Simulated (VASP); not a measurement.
# Ru (P6_3/mmc) in VASP: elastic constants with PBEsol

Aim: the elastic constants of Ru with PBEsol.

All numbers are computed with VASP 6.6.1; they aren't measurements. Logs are shortened: lines on timing, memory, paths and dates and some standing lists are left out, and cuts for length are marked.

**1. The cell of the first run**

It takes space group P6_3/mmc (No. 194, hexagonal). The conventional cell has a = 2.671 Å, b = 2.671 Å, c = 4.223 Å, α = 90.00°, β = 90.00°, γ = 120.00°. Within 3.4 Å of Ru (site symmetry -6m2) lie 12 Ru at 2.61 to 2.67 Å.

**2. Elastic constants, PBEsol**

INCAR

```
PREC = Accurate
ENCUT = 600
EDIFF = 1E-8
ISMEAR = -1
SIGMA = 0.15
LREAL = False
LASPH = True
NELM = 60
ALGO = Normal
ISIF = 3
LWAVE = False
LCHARG = False
GGA = PS
NBANDS = 21
IBRION = 6
NFREE = 2
POTIM = 0.015
NSW = 1
```

KPOINTS

```
regular mesh
0
Gamma
  18 18 10
```

POSCAR

```
Ru
1.0
    2.6710887626      0.0000000000      0.0000000000
   -1.3355443813      2.3132307242      0.0000000000
    0.0000000000      0.0000000000      4.2232267454
Ru
2
Direct
    0.3333333333      0.6666666667      0.2500000000
    0.6666666667      0.3333333333      0.7500000000
```

Potentials or basis: VASP PAW PBE potentials, release 64 (Ru_pv).

The run is started by

```console
cat potpaw_PBE.64/Ru_pv/POTCAR > POTCAR
mpirun -np 1 vasp_std > vasp.out
```

OUTCAR:

```text
PREC = Accurate
   ENCUT = 600
   EDIFF = 1E-8
   ISMEAR = -1
   LREAL = False
   LASPH = True
   NELM = 60
   ISIF = 3
   GGA = PS
   IBRION = 6
   NFREE = 2
   POTIM = 0.015
   NSW = 1

 ion  position               nearest neighbor table
   1  0.333  0.667  0.250-   2 2.61   2 2.61   2 2.61   2 2.61   2 2.61   2 2.61
   2  0.667  0.333  0.750-   1 2.61   1 2.61   1 2.61   1 2.61   1 2.61   1 2.61

  LATTYP: Found a hexagonal cell.
 ALAT       =     2.6710887626
 C/A-ratio  =     1.5810881332

  Lattice vectors:

 A1 = (   2.6710887626,   0.0000000000,   0.0000000000)
 A2 = (  -1.3355443813,   2.3132307242,   0.0000000000)
 A3 = (   0.0000000000,   0.0000000000,   4.2232267454)

Analysis of symmetry for initial positions (statically):
=====================================================================
 Subroutine PRICEL returns:
 Original cell was already a primitive cell.

 Routine SETGRP: Setting up the symmetry group for a
 hexagonal supercell.

 Subroutine GETGRP returns: Found 24 space group operations
 (whereof 12 operations were pure point group operations)
 out of a pool of 24 trial point group operations.

The static configuration has the point symmetry D_3d.
 The point group associated with its full space group is D_6h.

Analysis of symmetry for dynamics (positions and initial velocities):
=====================================================================
 Subroutine PRICEL returns:
 Original cell was already a primitive cell.

 Routine SETGRP: Setting up the symmetry group for a
 hexagonal supercell.

 Subroutine GETGRP returns: Found 24 space group operations
 (whereof 12 operations were pure point group operations)
[... 930 lines left out ...]

  FORCE on cell =-STRESS in cart. coord.  units (eV):
  Direction    XX          YY          ZZ          XY          YZ          ZX
  --------------------------------------------------------------------------------------
  -------------------------------------------------------------------------------------
  Total        1.3003632      1.3003632      1.3159370      0.0000000      0.0000000      0.0000000
  in kB       79.8405632     79.8405632     80.7967717      0.0000000      0.0000000      0.0000000
  external PRESSURE =      80.1592994 kB  Pullay stress =       0.0000000 kB
[... 17 lines left out ...]
  FREE ENERGIE OF THE ION-ELECTRON SYSTEM (eV)
  ---------------------------------------------------
  free  energy   TOTEN  =       -20.3855753767 eV

  energy  without entropy=      -20.2690481526  energy(sigma->0) =      -20.32731176

 INTERNAL STRAIN TENSORS FROM STRAINED CELLS
 ============================================

 INTERNAL STRAIN TENSOR FOR ION    1 for displacements in x,y,z  (eV/Angst):
          X           Y           Z          XY          YZ          ZX
  --------------------------------------------------------------------------------
  x     0.00000     0.00000     0.00000    -3.32359     0.00000     0.00000
  y    -3.33032     3.32593    -0.00000    -0.00013    -0.00011     0.00014
  z     0.00000     0.00000     0.00000    -0.00000    -0.00443     0.00000

 INTERNAL STRAIN TENSORS FROM DISPLACED ATOMS
 ============================================

 INTERNAL STRAIN TENSOR FOR ION    1 for displacements in x,y,z  (eV/Angst):
          X           Y           Z          XY          YZ          ZX
  --------------------------------------------------------------------------------
  x     0.00000     0.00000     0.00000    -3.32237     0.00000     0.00000
  y    -3.32237     3.32237     0.00000     0.00000     0.00000     0.00000
  z     0.00000     0.00000     0.00000     0.00000     0.00000     0.00000

 INTERNAL STRAIN TENSOR FOR ION    2 for displacements in x,y,z  (eV/Angst):
          X           Y           Z          XY          YZ          ZX
  --------------------------------------------------------------------------------
  x     0.00000     0.00000     0.00000     3.32237     0.00000     0.00000
  y     3.32237    -3.32237    -0.00000     0.00000     0.00000     0.00000
  z    -0.00000    -0.00000     0.00000     0.00000    -0.00000     0.00000

 Eigenvectors and eigenvalues of the dynamical matrix
 ----------------------------------------------------

   1 f  =    8.399672 THz    52.776698 2PiTHz  280.182913 cm-1    34.738238 meV
             X         Y         Z           dx          dy          dz
     -0.000000  1.542154  1.055807     0.000000   -0.000000    0.707107
      1.335544  0.771077  3.167420     0.000000    0.000000   -0.707107
[... 11 lines left out ...]
   4 f  =    0.000000 THz     0.000000 2PiTHz    0.000000 cm-1     0.000000 meV
             X         Y         Z           dx          dy          dz
     -0.000000  1.542154  1.055807     0.000000   -0.699850   -0.101046
      1.335544  0.771077  3.167420     0.000000   -0.699850   -0.101046

   5 f/i=    0.000000 THz     0.000000 2PiTHz    0.000000 cm-1     0.000000 meV
             X         Y         Z           dx          dy          dz
     -0.000000  1.542154  1.055807     0.707107    0.000000    0.000000
      1.335544  0.771077  3.167420     0.707107    0.000000    0.000000

   6 f/i=    0.000000 THz     0.000001 2PiTHz    0.000004 cm-1     0.000000 meV
             X         Y         Z           dx          dy          dz
     -0.000000  1.542154  1.055807     0.000000    0.101046   -0.699850
      1.335544  0.771077  3.167420     0.000000    0.101046   -0.699850

--------------------------------------------------------------------------------------------------------

 ELASTIC MODULI CONTR FROM IONIC RELAXATION (kBar)
 Direction    XX          YY          ZZ          XY          YZ          ZX
 --------------------------------------------------------------------------------
 XX         -85.6635     85.6635      0.0000      0.0000      0.0000      0.0000
 YY          85.6635    -85.6635     -0.0000     -0.0000     -0.0000      0.0000
 ZZ           0.0000     -0.0000     -0.0000     -0.0000     -0.0000      0.0000
 XY           0.0000     -0.0000     -0.0000    -85.6635     -0.0000      0.0000
 YZ           0.0000     -0.0000     -0.0000     -0.0000     -0.0000      0.0000
 ZX           0.0000      0.0000      0.0000      0.0000      0.0000      0.0000
 --------------------------------------------------------------------------------

 TOTAL ELASTIC MODULI (kBar)
 Direction    XX          YY          ZZ          XY          YZ          ZX
 --------------------------------------------------------------------------------
 XX        6766.5856   2241.2842   2094.6219      0.0000      0.0000     -0.0000
 YY        2241.2842   6766.5856   2094.6219     -0.0000      0.0000     -0.0000
 ZZ        2094.6219   2094.6219   7584.4075     -0.0000     -0.0000      0.0000
 XY           0.0000     -0.0000     -0.0000   2262.6507      0.0000      0.0000
 YZ           0.0000     -0.0000     -0.0000     -0.0000   2155.1238      0.0000
 ZX          -0.0000     -0.0000      0.0000     -0.0000      0.0000   2155.1237
 --------------------------------------------------------------------------------
```

OSZICAR:

```text
N       E                     dE             d eps       ncg     rms          rms(c)
DAV:   1     0.307303603411E+03    0.30730E+03   -0.18855E+04  9332   0.165E+03
[... 195 lines left out ...]
DAV:   2    -0.203862042541E+02   -0.17761E-01   -0.19014E-01 14025   0.392E+00    0.116E-01
DAV:   3    -0.203857613347E+02    0.44292E-03   -0.10319E-03 16240   0.294E-01    0.621E-02
DAV:   4    -0.203855951784E+02    0.16616E-03   -0.37208E-04 15505   0.229E-01    0.171E-02
DAV:   5    -0.203855763479E+02    0.18831E-04   -0.83091E-05 15625   0.933E-02    0.727E-03
DAV:   6    -0.203855753871E+02    0.96074E-06   -0.44208E-06 15510   0.291E-02    0.818E-04
DAV:   7    -0.203855753765E+02    0.10666E-07   -0.17734E-07 16225   0.467E-03    0.342E-04
DAV:   8    -0.203855753767E+02   -0.23374E-09   -0.10937E-08 10069   0.904E-04
  17 F= -.20385575E+02 E0= -.20327312E+02  d E =-.116527E+00
```

stdout:

```text
POSCAR found type information on POSCAR Ru
 POSCAR found :  1 types and       2 ions
 scaLAPACK will be used
 -----------------------------------------------------------------------------
|                                                                             |
|                                                                             |
|     You enforced a specific xc type in the INCAR file but a different       |
|     I HOPE YOU KNOW WHAT YOU ARE DOING!                                     |
[... 32 lines left out ...]
 Finite differences progress:
 bond charge predicted
 Finite differences progress:
 bond charge predicted
 Finite differences progress:
 bond charge predicted
 Finite differences progress:
 bond charge predicted
 Finite differences progress:
 bond charge predicted
 Finite differences progress:
 bond charge predicted
 Finite differences progress:
```

Wall time 86 min (1 thread of Oxide Virtual Turin-like, shared host); peak memory 0.93 GiB.

Results:

```yaml
Voigt_bulk_modulus: 378 GPa
Highest_phonon_frequency_at_Γ: 280 cm⁻¹
```

Phonon frequencies in cm⁻¹ (negative: imaginary):
```csv
q point,frequencies
"(0.000, 0.000, 0.000)",0 0 0 206 206 280
```

Elastic tensor in Voigt notation (GPa, in the Cartesian axes of the cell as first typed):
```
677 224 209   0   0   0
224 677 209   0   0   0
209 209 758   0   0   0
  0   0   0 216   0   0
  0   0   0   0 216   0
  0   0   0   0   0 226
```

Clamped-ion elastic tensor (GPa):
```
685 216 209   0   0   0
216 685 209   0   0   0
209 209 758   0   0   0
  0   0   0 216   0   0
  0   0   0   0 216   0
  0   0   0   0   0 235
```

Caveat: the cell is under stress, which shifts elastic constants; the PAW data sets were made with another functional, which shifts forces and pressure a little.
